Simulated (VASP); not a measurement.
# Sc (P6_3/mmc) in VASP: notebook, part 2 of 2

VASP 6.6.1.

## Step 3: Relaxation of cell and atoms, PBE, target pressure 89 GPa, at which the enthalpy is minimised

This run uses another cell than the first one, of 12.90 Å³/atom, 1.011 times its volume.

The input, INCAR:

```
SYSTEM = Sc
PREC = Accurate
ENCUT = 600
EDIFF = 1E-6
ISMEAR = -1
SIGMA = 0.1
LREAL = .False.
LASPH = .True.
NELM = 60
ALGO = Normal
ISIF = 3
LWAVE = .False.
LCHARG = .False.
GGA = PE
IBRION = 2
NSW = 32
EDIFFG = -0.005
PSTRESS = 890.0
```

The input, KPOINTS:

```
Automatic mesh
0
Gamma
  17 17 9
  0 0 0
```

The input, POSCAR:

```
Sc
1.0
    2.6412834316      0.0000000000      0.0000000000
   -1.3206417158      2.2874185504      0.0000000000
    0.0000000000      0.0000000000      4.2701084993
Sc
2
Direct
    0.3333333333      0.6666666667      0.2500000000
    0.6666666667      0.3333333333      0.7500000000
```

Potentials or basis: VASP PAW PBE potentials, release 64 (Sc_sv).

The run is started by

```sh
> cat potpaw_PBE.64/Sc_sv/POTCAR > POTCAR
> mpirun -np 1 vasp_std > vasp.out
```

OUTCAR:

```text
SYSTEM = Sc
   PREC = Accurate
   ENCUT = 600
   EDIFF = 1E-6
   ISMEAR = -1
   LREAL = .False.
   LASPH = .True.
   NELM = 60
   ISIF = 3
   GGA = PE
   IBRION = 2
   NSW = 32
   EDIFFG = -0.005
   PSTRESS = 890.0

 ion  position               nearest neighbor table
   1  0.333  0.667  0.250-   2 2.62   2 2.62   2 2.62   2 2.62   2 2.62   2 2.62
   2  0.667  0.333  0.750-   1 2.62   1 2.62   1 2.62   1 2.62   1 2.62   1 2.62

  LATTYP: Found a hexagonal cell.
 ALAT       =     2.6412834316
 C/A-ratio  =     1.6166793947

  Lattice vectors:

 A1 = (   2.6412834316,   0.0000000000,   0.0000000000)
 A2 = (  -1.3206417158,   2.2874185504,   0.0000000000)
 A3 = (   0.0000000000,   0.0000000000,   4.2701084993)

Analysis of symmetry for initial positions (statically):
[... 270 lines left out ...]
  band No.  band energies     occupation
      1     -40.0582      2.00000
      2     -39.3210      2.00000
      3     -19.8832      2.00000
      4     -17.4746      2.00000
      5     -17.4746      2.00000
      6     -17.1461      2.00000
      7     -17.1461      2.00000
      8     -17.1084      2.00000
      9       3.2722      2.00000
     10       5.7799      2.00000
     11      10.6229      0.00000
     12      10.6229      0.00000
     13      10.7125      0.00000
     14      11.5473      0.00000
[... 401 lines left out ...]
      2     -39.1485      2.00000
      3     -19.1745      2.00000
      4     -18.6753      2.00000
      5     -18.6519      2.00000
      6     -17.8789      2.00000
      7     -17.5289      2.00000
      8     -17.4168      2.00000
      9       6.3491      2.00000
     10       7.6815      1.99926
     11       7.6891      1.99921
     12       7.9513      1.98914
     13      10.1740      0.00000
     14      10.6728      0.00000
     15      11.7003      0.00000

 [... further k-points ...]

------------------------ aborting loop because EDIFF is reached ----------------------------------------

  FORCE on cell =-STRESS in cart. coord.  units (eV):
  Direction    XX          YY          ZZ          XY          YZ          ZX
  --------------------------------------------------------------------------------------
  -------------------------------------------------------------------------------------
  Total       14.3869953     14.3869953     14.3946288     -0.0000000      0.0000000      0.0000000
  in kB      889.6990217    889.6990217    890.1710809     -0.0000000      0.0000000      0.0000000
  external PRESSURE =      -0.1436252 kB  Pullay stress =     890.0000000 kB
[... 21 lines left out ...]
  energy  without entropy=       -8.1486647116  energy(sigma->0) =       -8.18422024

  enthalpy is  TOTEN    =         6.1720865059 eV   P V=       14.3918622791

 reached required accuracy - stopping structural energy minimisation
```

CONTCAR:

```text
Sc
   1.00000000000000
     2.6447988653222096    0.0000000000000000    0.0000000000000000
    -1.3223994326611048    2.2904630053183035    0.0000000000000000
     0.0000000000000000   -0.0000000000000000    4.2768265618726895
  Sc
     2
Direct
     0.3333333332999970    0.6666666667000030    0.2500000000000000
     0.6666666667000030    0.3333333332999970    0.7500000000000000

  0.00000000E+00  0.00000000E+00  0.00000000E+00
  0.00000000E+00  0.00000000E+00  0.00000000E+00
```

Wall time 66 s (1 thread of Intel Xeon Platinum 8488C (Sapphire Rapids), shared host); peak memory 0.21 GiB.

Results:

```yaml
Free_energy: -8.2198 eV
Relaxed_volume: 12.95 Å³/atom
Relaxed_cell: a = 2.645 Å, b = 2.645 Å, c = 4.277 Å, α = 90.00°, β = 90.00°, γ = 120.00°
Space_group_after_relaxing_to_0.05_Å: P6_3/mmc (No. 194)
Energy_change_on_relaxing_the_enthalpy_is_what_falls: -30.6 meV/atom
Ionic_steps: 3
Pressure_after_relaxing: 89.0 GPa
Band_gap_on_the_k_mesh: zero (band 11 reaches 10.62 eV, above the bottom of band 12 at 7.95 eV)
```

The path:
```csv
step,energy change (eV),largest force (eV/Å),pressure (GPa),volume (Å³)
1,0.0000,0.0000,90.06,25.80
2,-0.1761,0.0000,86.96,26.12
3,-0.0611,0.0000,88.99,25.91
```

Final structure:
```
Sc
1.0
     2.64480    0.00000    0.00000
    -1.32240    2.29046    0.00000
     0.00000    0.00000    4.27683
Sc
2
Direct
  0.33333 0.66667 0.25000
  0.66667 0.33333 0.75000
```

Caveat: the cell is relaxed towards a set pressure, so the enthalpy falls and the energy may rise.

## Step 4: Single point, PBE

This run uses another cell than the first one, of 12.89 Å³/atom, 1.011 times its volume.

The input, INCAR:

```
PREC     = Accurate       # precision mode
ENCUT    = 520            # plane-wave cutoff, eV
EDIFF    = 1E-6           # SCF threshold, eV
ISMEAR   = -1             # smearing method
SIGMA    = 0.1            # smearing width, eV
LREAL    = False          # projectors in reciprocal space
LASPH    = True           # aspherical terms in the spheres
NELM     = 100            # most SCF steps
ALGO     = Normal         # electronic algorithm
ISIF     = 2              # what is computed and relaxed
LWAVE    = False          # write WAVECAR
LCHARG   = False          # write CHGCAR
GGA      = PE             # functional
NBANDS   = 18             # bands
```

The input, KPOINTS:

```
Automatic mesh
0
Gamma
  17 17 9
```

The input, POSCAR:

```
Sc
1.0
    2.6409240468      0.0000000000      0.0000000000
   -1.3204620234      2.2871073140      0.0000000000
    0.0000000000      0.0000000000      4.2695631379
Sc
2
Direct
    0.3333333333      0.6666666667      0.2500000000
    0.6666666667      0.3333333333      0.7500000000
```

The run is started by

```sh
> cat potpaw_PBE.64/Sc_sv/POTCAR > POTCAR
> mpirun -np 1 vasp_std > vasp.out
```

Run time: 79 s. Hardware: 1 thread of Intel Xeon 8259CL, shared host; peak memory 0.18 GiB.

Results (log left out):

```
Free energy            : -8.1517 eV
Pressure               : 90.1 GPa
Band gap on the k mesh : zero (band 11 reaches 10.67 eV, above the bottom of band 12 at 7.98 eV)
```

Stress tensor (GPa, compression positive):
```
90.01  0.00  0.00
 0.00 90.01  0.00
 0.00  0.00 90.20
```

Levels at points of the mesh, in eV from the Fermi level:
| k point | band 8 | band 9 | band 10 | band 11 | band 12 | band 13 | band 14 | band 15 |
| --- | --- | --- | --- | --- | --- | --- | --- | --- |
| (0.00, 0.00, 0.00) | -25.56 | -5.19 | -2.70 | 2.15 | 2.15 | 2.24 | 3.08 | 3.08 |

## Step 5: Single point, PBE

This run uses another cell than the first one, of 12.90 Å³/atom, 1.011 times its volume.

The input, INCAR:

```
SYSTEM = Sc
PREC = Accurate
ENCUT = 520
EDIFF = 1E-6
ISMEAR = -1
SIGMA = 0.1
LREAL = .FALSE.
LASPH = .TRUE.
NELM = 80
ALGO = Normal
ISIF = 2
LWAVE = .FALSE.
LCHARG = .FALSE.
GGA = PE
NBANDS = 18
```

The input, KPOINTS:

```
regular mesh
0
G
  17 17 9
  0 0 0
```

The input, POSCAR:

```
Sc
1.0
    2.6412834317      0.0000000000      0.0000000000
   -1.3206417158      2.2874185504      0.0000000000
    0.0000000000      0.0000000000      4.2701084993
Sc
2
Direct
    0.3333333333      0.6666666667      0.2500000000
    0.6666666667      0.3333333333      0.7500000000
```

Potentials or basis: VASP PAW PBE potentials, release 64 (Sc_sv).

The run is started by

```sh
> cat potpaw_PBE.64/Sc_sv/POTCAR > POTCAR
> mpirun -np 1 vasp_std > vasp.out
```

OUTCAR:

```text
SYSTEM = Sc
   PREC = Accurate
   ENCUT = 520
   EDIFF = 1E-6
   ISMEAR = -1
   LREAL = .FALSE.
   LASPH = .TRUE.
   NELM = 80
   ISIF = 2
   GGA = PE

 ion  position               nearest neighbor table
   1  0.333  0.667  0.250-   2 2.62   2 2.62   2 2.62   2 2.62   2 2.62   2 2.62
   2  0.667  0.333  0.750-   1 2.62   1 2.62   1 2.62   1 2.62   1 2.62   1 2.62

  LATTYP: Found a hexagonal cell.
 ALAT       =     2.6412834317
 C/A-ratio  =     1.6166793946

  Lattice vectors:

[... 692 lines left out ...]

------------------------ aborting loop because EDIFF is reached ----------------------------------------

  FORCE on cell =-STRESS in cart. coord.  units (eV):
  Direction    XX          YY          ZZ          XY          YZ          ZX
  --------------------------------------------------------------------------------------
  -------------------------------------------------------------------------------------
  Total       14.4774257     14.4774257     14.5066153      0.0000000      0.0000000      0.0000000
  in kB      899.0883528    899.0883528    900.9011055      0.0000000      0.0000000      0.0000000
  external PRESSURE =     899.6926037 kB  Pullay stress =       0.0000000 kB

 VOLUME and BASIS-vectors are now :
 -----------------------------------------------------------------------------
  energy-cutoff  :      520.00
  volume of cell :       25.80
      direct lattice vectors                 reciprocal lattice vectors
     2.641283432  0.000000000  0.000000000     0.378603821  0.218587018  0.000000000
    -1.320641716  2.287418550  0.000000000     0.000000000  0.437174036  0.000000000
     0.000000000  0.000000000  4.270108499     0.000000000  0.000000000  0.234186087

 POSITION                                       TOTAL-FORCE (eV/Angst)
 -----------------------------------------------------------------------------------
     -0.00000      1.52495      1.06753        -0.000000     -0.000000      0.000000
      1.32064      0.76247      3.20258         0.000000      0.000000      0.000000
 -----------------------------------------------------------------------------------
    total drift:                                0.000000     -0.000000      0.000000

  FREE ENERGIE OF THE ION-ELECTRON SYSTEM (eV)
  ---------------------------------------------------
  free  energy   TOTEN  =        -8.1574556296 eV

  energy  without entropy=       -8.0865939736  energy(sigma->0) =       -8.12202480
```

stdout:

```text
POSCAR found type information on POSCAR Sc
 POSCAR found :  1 types and       2 ions
 scaLAPACK will be used
 LDA part: xc-table for (Slater+PW92), standard interpolation
 POSCAR, INCAR and KPOINTS ok, starting setup
 FFT: planning ... GRIDC
 FFT: planning ... GRID_SOFT
 FFT: planning ... GRID
 WAVECAR not read
 entering main loop
```

Wall time 74 s (1 thread of Intel Xeon 8259CL, shared host); peak memory 0.18 GiB.

Results:

- Free energy: -8.1575 eV
- Pressure: 90.0 GPa
- Band gap on the k mesh: zero (band 11 reaches 10.66 eV, above the bottom of band 12 at 7.98 eV)

Stress tensor (GPa, compression positive):
```
89.91  0.00  0.00
 0.00 89.91  0.00
 0.00  0.00 90.09
```

## Step 6: Summary

| task | cell | cutoff (eV) | gap on the mesh (eV) | pressure (GPa) |
| --- | --- | --- | --- | --- |
| relaxation of cell and atoms | relaxed to 89 GPa from a = 2.630, b = 2.630, c = 4.260 Å, angles 90.0, 90.0, 120.0°, 2 atoms | 600 | none | 89.0 |
| relaxation of cell and atoms | relaxed to 89 GPa from a = 2.641, b = 2.641, c = 4.270 Å, angles 90.0, 90.0, 120.0°, 2 atoms | 600 | none | 89.0 |
| single point | a = 2.641, b = 2.641, c = 4.270 Å, angles 90.0, 90.0, 120.0°, 2 atoms | 520 | none | 90.0 |

Alike in all rows: level PBE; potentials or basis VASP PAW PBE potentials, release 64 (Sc_sv); no spin polarisation; k mesh 17 × 17 × 9; smearing fermi-dirac 0.1 eV.

Caveats: the cell is relaxed towards a set pressure, so the enthalpy falls and the energy may rise (some runs).

Total energies depend on the potentials used, so only differences within one code and one set of settings carry meaning.
